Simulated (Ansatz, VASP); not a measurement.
**Two plane-wave programs on MoS2**

INCAR

```
PREC     = Accurate       # precision mode
ENCUT    = 520            # plane-wave cutoff, eV
EDIFF    = 1E-6           # SCF threshold, eV
ISMEAR   = -1             # smearing method
SIGMA    = 0.05           # smearing width, eV
LREAL    = F              # projectors in reciprocal space
LASPH    = T              # aspherical terms in the spheres
NELM     = 80             # most SCF steps
ALGO     = Normal         # electronic algorithm
ISIF     = 2              # what is computed and relaxed
LWAVE    = F              # write WAVECAR
LCHARG   = T              # write CHGCAR
GGA      = RP             # functional
LELF     = T              # ELF
LVHAR    = T            
NBANDS   = 20             # bands
```

The input KPOINTS:

```
regular mesh
0
Gamma
  9 9 4
```

File POSCAR:

```
MoS2
1.0
    3.1615794509      0.0000000000      0.0000000000
   -1.5807897255      2.7380081205      0.0000000000
    0.0000000000      0.0000000000      6.1836112739
Mo S
1 2
Direct
    0.0000000000      0.0000000000      0.5000000000
    0.6666666667      0.3333333333      0.7446806800
    0.3333333333      0.6666666667      0.2553193200
```

input.yaml

```yaml
crystal:
  lattice:
    - [3.1615794509, 0.0, 0.0]
    - [-1.5807897255, 2.7380081205, 0.0]
    - [0.0, 0.0, 6.1836112739]
  atoms:
    - { symbol: Mo, position: [0.0, 0.0, 0.5] }
    - { symbol: S, position: [0.6666666667, 0.3333333333, 0.74468068] }
    - { symbol: S, position: [0.3333333333, 0.6666666667, 0.25531932] }
hamiltonian:
  xc: rpbe
  pseudopotentials: { kind: paw }
kpoints:
  mp_grid: { grid: [9, 9, 4] }
scf:
  occupations: { method: fermi_dirac, width: 0.05 }
output:
  forces: true
  stress: true
  eigenvalues: true
  write_density: true
  write_potential: true
  elf: true
  volumetric_format: npy
```

Alike in both runs: task single point; functional RPBE; k mesh 9 × 9 × 4; occupations fermi-dirac, width 0.05 eV; no spin polarisation.

|  | VASP | Ansatz |
| --- | --- | --- |
| version | VASP 6.6.1 | Ansatz 0.2.0 |
| potentials or method | VASP PAW PBE potentials, release 64 (Mo_sv, S) | Ansatz PAW |
| plane-wave cutoff (eV) | 520 | 420 |
| valence electrons in the cell | 26 | 26 |

Ansatz gave:

- gap on the k mesh at the Fermi level (eV): none
- pressure (GPa): 13.3
- traceless stress, the component that is largest in VASP (GPa): 2.75
- rms of the force components (eV/Å): 0.678

Problem. Estimate VASP's values.

Solution. gap on the k mesh at the Fermi level (eV): none; pressure (GPa): 13.0; traceless stress, the component that is largest in VASP (GPa): 2.76; rms of the force components (eV/Å): 0.667.

VASP's potentials were made for PBE, not for RPBE. Atom by atom the forces differ by 0.011 eV/Å (rms over components). A gap of «none» marks a metal or a gap that the smearing closes.
